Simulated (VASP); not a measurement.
# MgF2 (rutile type) (P4_2/mnm) in VASP: notebook

MgF2 (rutile type) is run at these levels: PBE; tasks: single point.

All numbers are computed with VASP 6.6.1; they aren't measurements. Logs are shortened: lines on timing, memory, paths and dates and some standing lists are left out, and cuts for length are marked.

## Step 1: The cell of the first run

It takes space group P4_2/mnm (No. 136, tetragonal). Conventional cell: a = 4.339 Å, b = 4.339 Å, c = 2.900 Å, α = 90.00°, β = 90.00°, γ = 90.00°. Mg (site symmetry mmm) has 6 F at 1.85 to 1.90 Å within 2.5 Å. F (site symmetry m2m) has 3 Mg at 1.85 to 1.90 Å and 1 F at 2.44 Å within 2.5 Å.

## Step 2: Single point, PBE (9.10 Å³/atom)

File INCAR:

```
ALGO     = Normal         # electronic algorithm
EDIFF    = 1E-6           # SCF threshold, eV
ENCUT    = 600            # plane-wave cutoff, eV
GGA      = PE             # functional
GGA_COMPAT= False        
ISIF     = 2              # what is computed and relaxed
ISMEAR   = -1             # smearing method
LASPH    = True           # aspherical terms in the spheres
LCHARG   = False          # write CHGCAR
LREAL    = False          # projectors in reciprocal space
LWAVE    = False          # write WAVECAR
NBANDS   = 25             # bands
NELM     = 120            # most SCF steps
PREC     = Accurate       # precision mode
SIGMA    = 0.1            # smearing width, eV
```

File KPOINTS:

```
k-points
0
Gamma
  7 7 10
```

File POSCAR:

```
MgF2
1.0
    4.3389283147      0.0000000000      0.0000000000
    0.0000000000      4.3389283147      0.0000000000
    0.0000000000      0.0000000000      2.9003393022
Mg F
2 4
Direct
    0.0000000000      0.0000000000      0.0000000000
    0.5000000000      0.5000000000      0.5000000000
    0.3010907049      0.3010907049      0.0000000000
    0.6989092951      0.6989092951      0.0000000000
    0.8010907049      0.1989092951      0.5000000000
    0.1989092951      0.8010907049      0.5000000000
```

Potentials or basis: VASP PAW PBE potentials, release 64 (Mg, F).

Run with:

```bash
cat potpaw_PBE.64/Mg/POTCAR potpaw_PBE.64/F/POTCAR > POTCAR
mpirun -np 1 vasp_std > vasp.out
```

OUTCAR:

```text
EDIFF = 1E-6
   ENCUT = 600
   GGA = PE
   ISIF = 2
   ISMEAR = -1
   LASPH = True
   LREAL = False
   NELM = 120
   PREC = Accurate

 ion  position               nearest neighbor table
   1  0.000  0.000  0.000-   3 1.85   4 1.85   5 1.90   6 1.90   5 1.90   6 1.90   2 3.39   2 3.39
                             2 3.39   2 3.39   2 3.39   2 3.39   2 3.39   2 3.39
   2  0.500  0.500  0.500-   5 1.85   6 1.85   3 1.90   4 1.90   3 1.90   4 1.90   1 3.39   1 3.39
                             1 3.39   1 3.39   1 3.39   1 3.39   1 3.39   1 3.39
   3  0.301  0.301  0.000-   1 1.85   2 1.90   2 1.90
   4  0.699  0.699  0.000-   1 1.85   2 1.90   2 1.90
   5  0.801  0.199  0.500-   2 1.85   1 1.90   1 1.90
   6  0.199  0.801  0.500-   2 1.85   1 1.90   1 1.90

  LATTYP: Found a simple tetragonal cell.
 ALAT       =     4.3389283147
 C/A-ratio  =     0.6684460060

  Lattice vectors:

 A1 = (   4.3389283147,   0.0000000000,   0.0000000000)
 A2 = (   0.0000000000,   4.3389283147,   0.0000000000)
 A3 = (   0.0000000000,   0.0000000000,   2.9003393022)

Analysis of symmetry for initial positions (statically):
=====================================================================
 Subroutine PRICEL returns:
 Original cell was already a primitive cell.

 Routine SETGRP: Setting up the symmetry group for a
 simple tetragonal supercell.

 Subroutine GETGRP returns: Found 16 space group operations
 (whereof  8 operations were pure point group operations)
 out of a pool of 16 trial point group operations.

The static configuration has the point symmetry D_2h.
 The point group associated with its full space group is D_4h.

Analysis of symmetry for dynamics (positions and initial velocities):
=====================================================================
 Subroutine PRICEL returns:
 Original cell was already a primitive cell.

 Routine SETGRP: Setting up the symmetry group for a
 simple tetragonal supercell.

 Subroutine GETGRP returns: Found 16 space group operations
 (whereof  8 operations were pure point group operations)
 out of a pool of 16 trial point group operations.

The dynamic configuration has the point symmetry D_2h.
 The point group associated with its full space group is D_4h.

 Subroutine INISYM returns: Found 16 space group operations
 (whereof  8 operations are pure point group operations),
 and found     1 'primitive' translations

----------------------------------------------------------------------------------------

                                     Primitive cell

  volume of cell :      54.6027

  direct lattice vectors                    reciprocal lattice vectors
     4.338928315  0.000000000  0.000000000     0.230471657  0.000000000  0.000000000
     0.000000000  4.338928315  0.000000000     0.000000000  0.230471657  0.000000000
     0.000000000  0.000000000  2.900339302     0.000000000  0.000000000  0.344787246

  length of vectors
     4.338928315  4.338928315  2.900339302     0.230471657  0.230471657  0.344787246

  position of ions in fractional coordinates (direct lattice)
     0.000000000  0.000000000  0.000000000
     0.500000000  0.500000000  0.500000000
     0.301090705  0.301090705  0.000000000
     0.698909295  0.698909295  0.000000000
     0.801090705  0.198909295  0.500000000
     0.198909295  0.801090705  0.500000000

  ion indices of the primitive-cell ions
   primitive index   ion index
                 1           1
                 2           2
                 3           3
                 4           4
                 5           5
                 6           6

----------------------------------------------------------------------------------------

 KPOINTS: k-points

Automatic generation of k-mesh.
 Grid dimensions read from file:
 generate k-points for:    7    7   10

 Generating k-lattice:

  Cartesian coordinates                     Fractional coordinates (reciprocal lattice)
     0.032924522  0.000000000  0.000000000     0.142857143  0.000000000  0.000000000
     0.000000000  0.032924522  0.000000000     0.000000000  0.142857143  0.000000000
     0.000000000  0.000000000  0.034478725     0.000000000  0.000000000  0.100000000

  Length of vectors
     0.032924522  0.032924522  0.034478725

  Shift w.r.t. Gamma in fractional coordinates (k-lattice)
     0.000000000  0.000000000  0.000000000

 Subroutine IBZKPT returns following result:
 ===========================================

 Found     60 irreducible k-points:

 Following reciprocal coordinates:
            Coordinates               Weight
  0.000000  0.000000  0.000000      1.000000
  0.142857  0.000000  0.000000      4.000000
  0.285714  0.000000  0.000000      4.000000
  0.428571  0.000000  0.000000      4.000000
  0.142857  0.142857  0.000000      4.000000
  0.285714  0.142857  0.000000      8.000000
[... 16 lines left out ...]
  0.285714  0.000000  0.200000      8.000000
  0.428571  0.000000  0.200000      8.000000
 [... further k-points ...]
   k-points           NKPTS =     60   k-points in BZ     NKDIM =     60   number of bands    NBANDS=     25
   number of dos      NEDOS =    301   number of ions     NIONS =      6
   total plane-waves  NPLWV =  31104
   dimension x,y,z NGX =    36 NGY =   36 NGZ =   24
   dimension x,y,z NGXF=    72 NGYF=   72 NGZF=   48
   ions per type =               2   4
   NGX,Y,Z   is equivalent  to a cutoff of  13.79, 13.79, 13.76 a.u.
   NGXF,Y,Z  is equivalent  to a cutoff of  27.59, 27.59, 27.51 a.u.
 SYSTEM =  unknown system
   PREC   = accura    normal or accurate (medium, high low for compatibility)
   ISTART =      0    job   : 0-new  1-cont  2-samecut
   ICHARG =      2    charge: 1-file 2-atom 10-const
   ISPIN  =      1    spin polarized calculation?
   LNONCOLLINEAR =      F non collinear calculations
   LSORBIT =      F    spin-orbit coupling
   LASPH  =      T    aspherical Exc in radial PAW
   ENCUT  =  600.0 eV  44.10 Ry    6.64 a.u.   8.67  8.67  5.79*2*pi/ulx,y,z
   NELM   =    120;   NELMIN=  2; NELMDL= -5     # of ELM steps
   EDIFF  = 0.1E-05   stopping-criterion for ELM
   LREAL  =      F    real-space projection
   EDIFFG = 0.1E-04   stopping-criterion for IOM
   NSW    =      0    number of steps for IOM
   IBRION =     -1    ionic relax: 0-MD 1-quasi-New 2-CG
   NFREE  =      0    steps in history (QN), initial steepest desc. (CG)
   ISIF   =      2    stress and relaxation
   ISYM   =      2    0-nonsym 1-usesym 2-fastsym
   POTIM  = 0.5000    time-step for ionic-motion
   TEBEG  =    0.0;   TEEND  =   0.0 temperature during run
   PSTRESS=    0.0 pullay stress
   NELECT =      32.0000    total number of electrons
   NUPDOWN=      -1.0000    fix difference up-down
   EMIN   =  10.00;   EMAX   =-10.00  energy-range for DOS
   EFERMI =   0.00;   METHOD = LEGACY
   ISMEAR =    -1;   SIGMA  =   0.10  broadening in eV -4-tet -1-fermi 0-gaus
   EFERMI_NEDOS =   21; number of points for ismear=-14 and -15
   IALGO  =     38    algorithm
   IMIX   =      4    mixing-type and parameters
     AMIX     =   0.40;   BMIX     =  1.00
     AMIX_MAG =   1.60;   BMIX_MAG =  1.00
  volume/ion in A,a.u.               =       9.10        61.41
  Fermi-wavevector in a.u.,A,eV,Ry     =   1.369999  2.588923 25.536736  1.876897
  Thomas-Fermi vector in A             =   2.495824
   LORBIT       =      0    0 simple, 1 ext, 2 COOP (PROOUT), +10 PAW based schemes
   GGA     = PE    functional components
   LHFCALC =     F    Hartree Fock is set to
   AEXX    =    0.0000 exact exchange contribution
   IVDW    =     0    specifies the selected vdW correction
   LEPSILON=     F    determine dielectric tensor
   LRPA    =     F    only Hartree local field effects (RPA)
 non-spin polarized calculation
  energy-cutoff  :      600.00
  volume of cell :       54.60
 maximum number of plane-waves:      1855
 NGX is ok and might be reduce to    36
   NGX = 17   NGY = 17   NGZ = 11

 number of electron      32.0000001 magnetization

 Free energy of the ion-electron system (eV)
  ---------------------------------------------------
  ext. energy  EPLUGINS =         0.00000000
  ---------------------------------------------------
  free energy    TOTEN  =       -30.42815442 eV

  energy without entropy =      -30.42815442  energy(sigma->0) =      -30.42815442

 E-fermi :   2.1390     XC(G=0): -10.6279

 val. band max:        0.0180016684   @ k =   0.0000   0.0000   0.0000
 cond. band min:       8.4299809600   @ k =   0.0000   0.0000   0.0000
 fundamental gap:      8.4119792916
 Fermi energy:         2.1389665751

 k-point     1 :       0.0000    0.0000    0.0000
  band No.  band energies     occupation
      1     -21.4855      2.00000
      2     -20.2788      2.00000
      3     -20.2788      2.00000
      4     -20.1349      2.00000
      5      -4.7651      2.00000
      6      -3.3047      2.00000
[... 17 lines left out ...]
     24      21.0811      0.00000
     25      21.0811      0.00000

 k-point     2 :       0.1429    0.0000    0.0000
  band No.  band energies     occupation
      1     -21.4365      2.00000
      2     -20.3772      2.00000
      3     -20.2658      2.00000
      4     -20.1090      2.00000
      5      -4.6715      2.00000
      6      -3.2417      2.00000
[... 17 lines left out ...]
     24      20.8131      0.00000
     25      21.0457      0.00000

 k-point     3 :       0.2857    0.0000    0.0000
  band No.  band energies     occupation
      1     -21.2960      2.00000
      2     -20.5825      2.00000
      3     -20.2302      2.00000
      4     -20.1033      2.00000
      5      -4.4263      2.00000
      6      -3.2699      2.00000
[... 552 lines left out ...]
 k-point    23 :       0.2857    0.0000    0.2000
  band No.  band energies     occupation
      1     -21.1227      2.00000
      2     -20.5091      2.00000
      3     -20.2121      2.00000
      4     -20.1354      2.00000
      5      -4.1723      2.00000
      6      -3.1831      2.00000
[... 17 lines left out ...]
     24      19.2260      0.00000
     25      19.7433      0.00000

 k-point    24 :       0.4286    0.0000    0.2000
  band No.  band energies     occupation
      1     -20.9379      2.00000
      2     -20.7213      2.00000
      3     -20.1808      2.00000
      4     -20.1512      2.00000
      5      -3.8736      2.00000
      6      -3.5454      2.00000
[... 17 lines left out ...]
     24      18.7910      0.00000
     25      19.2990      0.00000

 [... further k-points ...]

------------------------ aborting loop because EDIFF is reached ----------------------------------------

  FORCE on cell =-STRESS in cart. coord.  units (eV):
  Direction    XX          YY          ZZ          XY          YZ          ZX
  --------------------------------------------------------------------------------------
  -------------------------------------------------------------------------------------
  Total       11.0086332     11.0086332     10.9633739     -0.0000000      0.0000000      0.0000000
  in kB      323.0206040    323.0206040    321.6925838     -0.0000000      0.0000000      0.0000000
  external PRESSURE =     322.5779306 kB  Pullay stress =       0.0000000 kB

 VOLUME and BASIS-vectors are now :
 -----------------------------------------------------------------------------
  energy-cutoff  :      600.00
  volume of cell :       54.60
      direct lattice vectors                 reciprocal lattice vectors
     4.338928315  0.000000000  0.000000000     0.230471657  0.000000000  0.000000000
     0.000000000  4.338928315  0.000000000     0.000000000  0.230471657  0.000000000
     0.000000000  0.000000000  2.900339302     0.000000000  0.000000000  0.344787246

 POSITION                                       TOTAL-FORCE (eV/Angst)
 -----------------------------------------------------------------------------------
      0.00000      0.00000      0.00000        -0.000000     -0.000000      0.000000
      2.16946      2.16946      1.45017        -0.000000     -0.000000      0.000000
      1.30641      1.30641      0.00000         0.001148      0.001148     -0.000000
      3.03252      3.03252      0.00000        -0.001148     -0.001148      0.000000
      3.47588      0.86305      1.45017         0.001148     -0.001148      0.000000
      0.86305      3.47588      1.45017        -0.001148      0.001148     -0.000000
 -----------------------------------------------------------------------------------
    total drift:                                0.000000      0.000000     -0.000000

  FREE ENERGIE OF THE ION-ELECTRON SYSTEM (eV)
  ---------------------------------------------------
  free  energy   TOTEN  =       -30.4281544236 eV

  energy  without entropy=      -30.4281544235  energy(sigma->0) =      -30.42815442
```

Wall time 1.9 min (1 thread of Intel Xeon 8259CL, shared host); peak memory 0.23 GiB.

What came out:

| Item | Value |
| --- | --- |
| Free energy | -30.4282 eV |
| Pressure | 32.3 GPa |
| Band gap on the k mesh | 8.41 eV |

Levels at points of the mesh, in eV from the valence-band top:
| k point | band 13 | band 14 | band 15 | band 16 | band 17 | band 18 | band 19 | band 20 |
| --- | --- | --- | --- | --- | --- | --- | --- | --- |
| (0.00, 0.00, 0.00) | -0.77 | -0.33 | -0.33 | 0.00 | 8.41 | 13.46 | 13.46 | 14.56 |
| (0.00, 0.00, 0.50) | -1.58 | -1.58 | -1.08 | -1.08 | 13.35 | 13.35 | 16.22 | 16.22 |

Caveat: the cell stands under pressure; an odd mesh through Γ misses points on the zone boundary, where band edges can lie.

## Step 3: Single point, PBE (10.01 Å³/atom)

This run uses another cell than the first one, of 10.01 Å³/atom.

File INCAR:

```
PREC     = Accurate       # precision mode
ENCUT    = 600            # plane-wave cutoff, eV
EDIFF    = 1E-6           # SCF threshold, eV
ISMEAR   = -1             # smearing method
SIGMA    = 0.1            # smearing width, eV
LREAL    = F              # projectors in reciprocal space
LASPH    = T              # aspherical terms in the spheres
NELM     = 120            # most SCF steps
ALGO     = Normal         # electronic algorithm
ISIF     = 2              # what is computed and relaxed
LWAVE    = F              # write WAVECAR
LCHARG   = F              # write CHGCAR
GGA      = PE             # functional
NBANDS   = 25             # bands
GGA_COMPAT= F
```

File KPOINTS:

```
regular mesh
0
Gamma
  7 7 10
```

File POSCAR:

```
MgF2
1.0
    4.4865884562      0.0000000000      0.0000000000
    0.0000000000      4.4865884562      0.0000000000
    0.0000000000      0.0000000000      2.9838292967
Mg F
2 4
Direct
    0.0000000000      0.0000000000      0.0000000000
    0.5000000000      0.5000000000      0.5000000000
    0.3017465095      0.3017465095      0.0000000000
    0.6982534905      0.6982534905      0.0000000000
    0.8017465095      0.1982534905      0.5000000000
    0.1982534905      0.8017465095      0.5000000000
```

Potentials or basis: VASP PAW PBE potentials, release 64 (Mg, F).

Run with:

```bash
cat potpaw_PBE.64/Mg/POTCAR potpaw_PBE.64/F/POTCAR > POTCAR
mpirun -np 1 vasp_std > vasp.out
```

OUTCAR:

```text
PREC = Accurate
   ENCUT = 600
   EDIFF = 1E-6
   ISMEAR = -1
   LREAL = F
   LASPH = T
   NELM = 120
   ISIF = 2
   GGA = PE

 ion  position               nearest neighbor table
   1  0.000  0.000  0.000-   3 1.91   4 1.91   5 1.95   6 1.95   5 1.95   6 1.95   2 3.51   2 3.51
                             2 3.51   2 3.51   2 3.51   2 3.51   2 3.51   2 3.51
   2  0.500  0.500  0.500-   5 1.91   6 1.91   3 1.95   4 1.95   3 1.95   4 1.95   1 3.51   1 3.51
                             1 3.51   1 3.51   1 3.51   1 3.51   1 3.51   1 3.51
[... 885 lines left out ...]
  -------------------------------------------------------------------------------------
  Total        5.4054013      5.4054013      5.3709636      0.0000000      0.0000000      0.0000000
  in kB      144.1889832    144.1889832    143.2703597      0.0000000      0.0000000      0.0000000
  external PRESSURE =     143.8827754 kB  Pullay stress =       0.0000000 kB

 VOLUME and BASIS-vectors are now :
 -----------------------------------------------------------------------------
  energy-cutoff  :      600.00
  volume of cell :       60.06
      direct lattice vectors                 reciprocal lattice vectors
     4.486588456  0.000000000  0.000000000     0.222886500  0.000000000  0.000000000
     0.000000000  4.486588456  0.000000000     0.000000000  0.222886500  0.000000000
     0.000000000  0.000000000  2.983829297     0.000000000  0.000000000  0.335139816

 POSITION                                       TOTAL-FORCE (eV/Angst)
 -----------------------------------------------------------------------------------
      0.00000      0.00000      0.00000         0.000000     -0.000000      0.000000
      2.24329      2.24329      1.49191         0.000000     -0.000000      0.000000
      1.35381      1.35381      0.00000         0.001297      0.001297     -0.000000
      3.13278      3.13278      0.00000        -0.001297     -0.001297      0.000000
      3.59711      0.88948      1.49191         0.001297     -0.001297      0.000000
      0.88948      3.59711      1.49191        -0.001297      0.001297     -0.000000
 -----------------------------------------------------------------------------------
    total drift:                                0.000000     -0.000000     -0.000000

  FREE ENERGIE OF THE ION-ELECTRON SYSTEM (eV)
  ---------------------------------------------------
  free  energy   TOTEN  =       -31.2233416135 eV

  energy  without entropy=      -31.2233416134  energy(sigma->0) =      -31.22334161
```

stdout:

```text
POSCAR found type information on POSCAR MgF
 POSCAR found :  2 types and       6 ions
 scaLAPACK will be used
 LDA part: xc-table for (Slater+PW92), standard interpolation
 POSCAR, INCAR and KPOINTS ok, starting setup
 FFT: planning ... GRIDC
 FFT: planning ... GRID_SOFT
 FFT: planning ... GRID
 WAVECAR not read
 entering main loop
```

Run time: 2 min. Hardware: 1 thread of Intel Xeon 8259CL, shared host; peak memory 0.24 GiB.

Results:

| Item | Value |
| --- | --- |
| Free energy | -31.2233 eV |
| Pressure | 14.4 GPa |
| Band gap on the k mesh | 7.68 eV |

Stress tensor (GPa, compression positive):
```
14.42  0.00  0.00
 0.00 14.42  0.00
 0.00  0.00 14.33
```

Caveat: the cell stands under pressure; an odd mesh through Γ misses points on the zone boundary, where band edges can lie.
